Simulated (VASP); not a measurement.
# RbBr (F-43m) in VASP: notebook

Runs on RbBr. Level: PBEsol. Tasks: single point.

Program: VASP 6.6.1. These are calculated values, not measurements. Logs are shortened: lines on timing, memory, paths and dates and some standing lists are left out, and cuts for length are marked.

## Step 1: The cell of the first run

It takes space group F-43m (No. 216, cubic). The conventional cell has a = 7.739 Å, b = 7.739 Å, c = 7.739 Å, α = 90.00°, β = 90.00°, γ = 90.00°. Rb (site symmetry -43m) has 4 Br at 3.35 Å within 4.4 Å. Br (site symmetry -43m) has 4 Rb at 3.35 Å within 4.4 Å.

## Step 2: Single point, PBEsol

INCAR reads:

```
SYSTEM = RbBr
ALGO = Normal
EDIFF = 1E-6
ENCUT = 500
GGA = PS
GGA_COMPAT = .FALSE.
ISIF = 2
ISMEAR = 1
LASPH = .TRUE.
LCHARG = .TRUE.
LELF = .TRUE.
LREAL = .FALSE.
LVHAR = .TRUE.
LWAVE = .FALSE.
NBANDS = 15
NELM = 120
PREC = Accurate
SIGMA = 0.5
```

KPOINTS reads:

```
k-points
0
G
  4 4 4
  0 0 0
```

POSCAR reads:

```
RbBr
1.0
    0.0000000000      3.8694968646      3.8694968646
    3.8694968646      0.0000000000      3.8694968646
    3.8694968646      3.8694968646      0.0000000000
Rb Br
1 1
Direct
    0.0000000000      0.0000000000      0.0000000000
    0.2500000000      0.2500000000      0.2500000000
```

Potentials or basis: VASP PAW PBE potentials, release 64 (Rb_sv, Br).

Launch:

```sh
cat potpaw_PBE.64/Rb_sv/POTCAR potpaw_PBE.64/Br/POTCAR > POTCAR
mpirun -np 1 vasp_std > vasp.out
```

OUTCAR:

```text
SYSTEM = RbBr
   EDIFF = 1E-6
   ENCUT = 500
   GGA = PS
   ISIF = 2
   ISMEAR = 1
   LASPH = .TRUE.
   LREAL = .FALSE.
   NELM = 120
   PREC = Accurate

 ion  position               nearest neighbor table
   1  0.000  0.000  0.000-   2 3.35   2 3.35   2 3.35   2 3.35
   2  0.250  0.250  0.250-   1 3.35   1 3.35   1 3.35   1 3.35

  LATTYP: Found a face centered cubic cell.
 ALAT       =     7.7389937292

  Lattice vectors:

 A1 = (   0.0000000000,   3.8694968646,   3.8694968646)
 A2 = (   3.8694968646,   0.0000000000,   3.8694968646)
 A3 = (   3.8694968646,   3.8694968646,   0.0000000000)

Analysis of symmetry for initial positions (statically):
=====================================================================
 Subroutine PRICEL returns:
 Original cell was already a primitive cell.

 Routine SETGRP: Setting up the symmetry group for a
 face centered cubic supercell.

 Subroutine GETGRP returns: Found 24 space group operations
 (whereof 24 operations were pure point group operations)
 out of a pool of 48 trial point group operations.

The static configuration has the point symmetry T_d .

Analysis of symmetry for dynamics (positions and initial velocities):
=====================================================================
 Subroutine PRICEL returns:
 Original cell was already a primitive cell.

 Routine SETGRP: Setting up the symmetry group for a
 face centered cubic supercell.

 Subroutine GETGRP returns: Found 24 space group operations
 (whereof 24 operations were pure point group operations)
 out of a pool of 48 trial point group operations.

The dynamic configuration has the point symmetry T_d .

 Subroutine INISYM returns: Found 24 space group operations
 (whereof 24 operations are pure point group operations),
 and found     1 'primitive' translations

----------------------------------------------------------------------------------------

                                     Primitive cell

  volume of cell :     115.8760

  direct lattice vectors                    reciprocal lattice vectors
     0.000000000  3.869496865  3.869496865    -0.129215766  0.129215766  0.129215766
     3.869496865  0.000000000  3.869496865     0.129215766 -0.129215766  0.129215766
     3.869496865  3.869496865  0.000000000     0.129215766  0.129215766 -0.129215766

  length of vectors
     5.472294945  5.472294945  5.472294945     0.223808271  0.223808271  0.223808271

  position of ions in fractional coordinates (direct lattice)
     0.000000000  0.000000000  0.000000000
     0.250000000  0.250000000  0.250000000

  ion indices of the primitive-cell ions
   primitive index   ion index
                 1           1
                 2           2

----------------------------------------------------------------------------------------

 KPOINTS: k-points

Automatic generation of k-mesh.
 Grid dimensions read from file:
 generate k-points for:    4    4    4

 Generating k-lattice:

  Cartesian coordinates                     Fractional coordinates (reciprocal lattice)
    -0.032303941  0.032303941  0.032303941     0.250000000  0.000000000  0.000000000
     0.032303941 -0.032303941  0.032303941     0.000000000  0.250000000  0.000000000
     0.032303941  0.032303941 -0.032303941     0.000000000  0.000000000  0.250000000

  Length of vectors
     0.055952068  0.055952068  0.055952068

  Shift w.r.t. Gamma in fractional coordinates (k-lattice)
     0.000000000  0.000000000  0.000000000

 Subroutine IBZKPT returns following result:
 ===========================================

 Found      8 irreducible k-points:

 Following reciprocal coordinates:
            Coordinates               Weight
  0.000000  0.000000  0.000000      1.000000
  0.250000  0.000000  0.000000      8.000000
  0.500000  0.000000  0.000000      4.000000
  0.250000  0.250000  0.000000      6.000000
  0.500000  0.250000  0.000000     24.000000
 -0.250000  0.250000  0.000000     12.000000
  0.500000  0.500000  0.000000      3.000000
 -0.250000  0.500000  0.250000      6.000000
   k-points           NKPTS =      8   k-points in BZ     NKDIM =      8   number of bands    NBANDS=     15
   number of dos      NEDOS =    301   number of ions     NIONS =      2
   total plane-waves  NPLWV =  64000
   dimension x,y,z NGX =    40 NGY =   40 NGZ =   40
   dimension x,y,z NGXF=    80 NGYF=   80 NGZF=   80
   ions per type =               1   1
   NGX,Y,Z   is equivalent  to a cutoff of  12.15, 12.15, 12.15 a.u.
   NGXF,Y,Z  is equivalent  to a cutoff of  24.30, 24.30, 24.30 a.u.
 SYSTEM =  RbBr
   PREC   = accura    normal or accurate (medium, high low for compatibility)
   ISTART =      0    job   : 0-new  1-cont  2-samecut
   ICHARG =      2    charge: 1-file 2-atom 10-const
   ISPIN  =      1    spin polarized calculation?
   LNONCOLLINEAR =      F non collinear calculations
   LSORBIT =      F    spin-orbit coupling
   LASPH  =      T    aspherical Exc in radial PAW
   ENCUT  =  500.0 eV  36.75 Ry    6.06 a.u.   9.98  9.98  9.98*2*pi/ulx,y,z
   NELM   =    120;   NELMIN=  2; NELMDL= -5     # of ELM steps
   EDIFF  = 0.1E-05   stopping-criterion for ELM
   LREAL  =      F    real-space projection
   EDIFFG = 0.1E-04   stopping-criterion for IOM
   NSW    =      0    number of steps for IOM
   IBRION =     -1    ionic relax: 0-MD 1-quasi-New 2-CG
   NFREE  =      0    steps in history (QN), initial steepest desc. (CG)
   ISIF   =      2    stress and relaxation
   ISYM   =      2    0-nonsym 1-usesym 2-fastsym
   POTIM  = 0.5000    time-step for ionic-motion
   TEBEG  =    0.0;   TEEND  =   0.0 temperature during run
   PSTRESS=    0.0 pullay stress
   NELECT =      16.0000    total number of electrons
   NUPDOWN=      -1.0000    fix difference up-down
   EMIN   =  10.00;   EMAX   =-10.00  energy-range for DOS
   EFERMI =   0.00;   METHOD = LEGACY
   ISMEAR =     1;   SIGMA  =   0.50  broadening in eV -4-tet -1-fermi 0-gaus
   EFERMI_NEDOS =   21; number of points for ismear=-14 and -15
   IALGO  =     38    algorithm
   IMIX   =      4    mixing-type and parameters
     AMIX     =   0.40;   BMIX     =  1.00
     AMIX_MAG =   1.60;   BMIX_MAG =  1.00
  volume/ion in A,a.u.               =      57.94       390.98
  Fermi-wavevector in a.u.,A,eV,Ry     =   0.846156  1.599003  9.741494  0.715980
  Thomas-Fermi vector in A             =   1.961458
   LORBIT       =      0    0 simple, 1 ext, 2 COOP (PROOUT), +10 PAW based schemes
   GGA     = PS    functional components
   LHFCALC =     F    Hartree Fock is set to
   AEXX    =    0.0000 exact exchange contribution
   IVDW    =     0    specifies the selected vdW correction
   LEPSILON=     F    determine dielectric tensor
   LRPA    =     F    only Hartree local field effects (RPA)
 non-spin polarized calculation
 Methfessel and Paxton  Order N= 1 SIGMA  =   0.50
  energy-cutoff  :      500.00
  volume of cell :      115.88
 maximum number of plane-waves:      2954
   NGX = 19   NGY = 19   NGZ = 19

 number of electron      15.9999998 magnetization

 Free energy of the ion-electron system (eV)
  ---------------------------------------------------
  ext. energy  EPLUGINS =         0.00000000
  ---------------------------------------------------
  free energy    TOTEN  =        -6.05127196 eV

  energy without entropy =       -6.14437241  energy(sigma->0) =       -6.08230544

 E-fermi :  -2.8110     XC(G=0):  -5.7575

 val. band max:       -3.1459983408   @ k =   0.5000   0.5000   0.0000
 cond. band min:       0.9744451857   @ k =   0.0000   0.0000   0.0000
 fundamental gap:      4.1204435265
 Fermi energy:        -2.8109599603

 k-point     1 :       0.0000    0.0000    0.0000
  band No.  band energies     occupation
      1     -27.6948      2.00000
      2     -15.0236      2.00000
      3     -11.8120      2.00000
      4     -11.8120      2.00000
      5     -11.8120      2.00000
      6      -3.2369      2.00431
      7      -3.2369      2.00431
      8      -3.2369      2.00431
      9       0.9744     -0.00000
     10       5.0045     -0.00000
     11       5.0045     -0.00000
     12       6.0004     -0.00000
     13       6.0004     -0.00000
     14       6.0004     -0.00000
     15       7.0131     -0.00000

 k-point     2 :       0.2500    0.0000    0.0000
  band No.  band energies     occupation
      1     -27.6937      2.00000
      2     -15.0460      2.00000
      3     -11.8182      2.00000
      4     -11.8182      2.00000
      5     -11.7873      2.00000
      6      -3.3619      2.06545
      7      -3.2127      1.98192
      8      -3.2127      1.98192
      9       1.7853     -0.00000
     10       4.6668     -0.00000
     11       4.6668     -0.00000
     12       5.0995     -0.00000
     13       5.9258     -0.00000
     14       6.4756     -0.00000
     15       6.4756     -0.00000

 k-point     3 :       0.5000    0.0000    0.0000
  band No.  band energies     occupation
      1     -27.6926      2.00000
      2     -15.0679      2.00000
      3     -11.8243      2.00000
      4     -11.8243      2.00000
      5     -11.7641      2.00000
      6      -3.4441      2.07041
      7      -3.1897      1.95671
      8      -3.1897      1.95671
      9       3.1466     -0.00000
     10       3.4223     -0.00000
     11       4.6793     -0.00000
     12       4.6793     -0.00000
     13       6.0457     -0.00000
     14       6.0457     -0.00000
     15       6.5434     -0.00000

 k-point     4 :       0.2500    0.2500    0.0000
  band No.  band energies     occupation
      1     -27.6934      2.00000
      2     -15.0534      2.00000
      3     -11.8270      2.00000
      4     -11.8270      2.00000
      5     -11.7654      2.00000
      6      -3.4186      2.07089
      7      -3.1929      1.96046
      8      -3.1929      1.96046
      9       2.0608     -0.00000
     10       3.7684     -0.00000
     11       5.3190     -0.00000
     12       5.4927     -0.00000
     13       6.3046     -0.00000
     14       6.3046     -0.00000
     15       6.8559     -0.00000

 k-point     5 :       0.5000    0.2500    0.0000
  band No.  band energies     occupation
      1     -27.6923      2.00000
      2     -15.0749      2.00000
      3     -11.8466      2.00000
      4     -11.8331      2.00000
      5     -11.7289      2.00000
      6      -3.4444      2.07040
      7      -3.2223      1.99122
      8      -3.1679      1.92926
      9       3.0108     -0.00000
     10       3.5782     -0.00000
     11       4.5392     -0.00000
     12       5.1420     -0.00000
     13       6.2870     -0.00000
     14       6.3514     -0.00000
     15       6.5737     -0.00000

 k-point     6 :      -0.2500    0.2500    0.0000
  band No.  band energies     occupation
      1     -27.6926      2.00000
      2     -15.0678      2.00000
      3     -11.8463      2.00000
      4     -11.8244      2.00000
      5     -11.7418      2.00000
      6      -3.3907      2.06949
      7      -3.2510      2.01560
      8      -3.1873      1.95383
      9       2.7232     -0.00000
     10       4.0619     -0.00000
     11       4.4765     -0.00000
     12       4.5440     -0.00000
     13       6.2475     -0.00000
     14       6.6104     -0.00000
     15       6.7315     -0.00000

 k-point     7 :       0.5000    0.5000    0.0000
  band No.  band energies     occupation
      1     -27.6919      2.00000
      2     -15.0821      2.00000
      3     -11.8419      2.00000
      4     -11.8419      2.00000
      5     -11.7206      2.00000
      6      -3.5421      2.05860
      7      -3.1460      1.89798
      8      -3.1460      1.89798
      9       2.8583     -0.00000
     10       3.6068     -0.00000
     11       5.2915     -0.00000
     12       5.7637     -0.00000
     13       5.9310     -0.00000
     14       5.9310     -0.00000
     15       6.3605     -0.00000

 k-point     8 :      -0.2500    0.5000    0.2500
  band No.  band energies     occupation
      1     -27.6919      2.00000
      2     -15.0818      2.00000
      3     -11.8534      2.00000
      4     -11.8423      2.00000
      5     -11.7094      2.00000
      6      -3.4061      2.07053
      7      -3.2877      2.03919
      8      -3.1469      1.89940
      9       2.9897     -0.00000
     10       3.6032     -0.00000
     11       5.2315     -0.00000
     12       5.3906     -0.00000
     13       5.6353     -0.00000
     14       5.8798     -0.00000
     15       6.8716     -0.00000

------------------------ aborting loop because EDIFF is reached ----------------------------------------

  FORCE on cell =-STRESS in cart. coord.  units (eV):
  Direction    XX          YY          ZZ          XY          YZ          ZX
  --------------------------------------------------------------------------------------
  -------------------------------------------------------------------------------------
  Total       -0.2478540     -0.2478540     -0.2478540      0.0000000      0.0000000      0.0000000
  in kB       -3.4269914     -3.4269914     -3.4269914      0.0000000      0.0000000      0.0000000
  external PRESSURE =      -3.4269914 kB  Pullay stress =       0.0000000 kB

 VOLUME and BASIS-vectors are now :
 -----------------------------------------------------------------------------
  energy-cutoff  :      500.00
  volume of cell :      115.88
      direct lattice vectors                 reciprocal lattice vectors
     0.000000000  3.869496865  3.869496865    -0.129215766  0.129215766  0.129215766
     3.869496865  0.000000000  3.869496865     0.129215766 -0.129215766  0.129215766
     3.869496865  3.869496865  0.000000000     0.129215766  0.129215766 -0.129215766

 POSITION                                       TOTAL-FORCE (eV/Angst)
 -----------------------------------------------------------------------------------
      0.00000      0.00000      0.00000        -0.000000     -0.000000     -0.000000
      1.93475      1.93475      1.93475         0.000000      0.000000      0.000000
 -----------------------------------------------------------------------------------
    total drift:                               -0.000000     -0.000000     -0.000000

  FREE ENERGIE OF THE ION-ELECTRON SYSTEM (eV)
  ---------------------------------------------------
  free  energy   TOTEN  =        -6.0512719566 eV

  energy  without entropy=       -6.1443724079  energy(sigma->0) =       -6.08230544
```

Wall time 36 s (1 thread of Intel Xeon 8259CL, shared host); peak memory 0.23 GiB.

What came out:

- Free energy: -6.0513 eV
- Pressure: -0.3 GPa
- Band gap on the k mesh: 4.12 eV, indirect (least direct gap 4.21 eV)

Caveat: the PAW data sets were made with another functional, which shifts forces and pressure a little. A k mesh can miss the band edges.

## Step 3: Single point, PBEsol

INCAR reads:

```
SYSTEM = RbBr
PREC = Accurate
ENCUT = 500
EDIFF = 1E-6
ISMEAR = 1
SIGMA = 0.2
LREAL = .FALSE.
LASPH = .TRUE.
NELM = 120
ALGO = Normal
ISIF = 2
LWAVE = .FALSE.
LCHARG = .FALSE.
GGA = PS
NBANDS = 15
GGA_COMPAT = .FALSE.
```

KPOINTS reads:

```
regular mesh
0
G
  4 4 4
  0 0 0
```

POSCAR is that of step 2.

Potentials or basis: VASP PAW PBE potentials, release 64 (Rb_sv, Br).

Launch:

```sh
cat potpaw_PBE.64/Rb_sv/POTCAR potpaw_PBE.64/Br/POTCAR > POTCAR
mpirun -np 1 vasp_std > vasp.out
```

It took 29 s on 1 thread of Intel Xeon 8259CL, shared host; peak memory 0.23 GiB.

The run converged. Its results:

* Free energy: -6.1047 eV
* Pressure: -0.3 GPa
* Band gap on the k mesh: 4.12 eV, indirect (least direct gap 4.21 eV)

Levels at points of the mesh, in eV from the valence-band top:
```tsv
k point	band 5	band 6	band 7	band 8	band 9	band 10	band 11	band 12
(0.00, 0.00, 0.00)	-8.67	-0.09	-0.09	-0.09	4.12	8.15	8.15	9.14
(0.50, 0.00, 0.00)	-8.62	-0.30	-0.04	-0.04	6.29	6.57	7.82	7.82
(0.50, 0.50, 0.00)	-8.58	-0.40	0.00	0.00	6.00	6.75	8.44	8.91
```

Caveat: the PAW data sets were made with another functional, which shifts forces and pressure a little. A k mesh can miss the band edges.
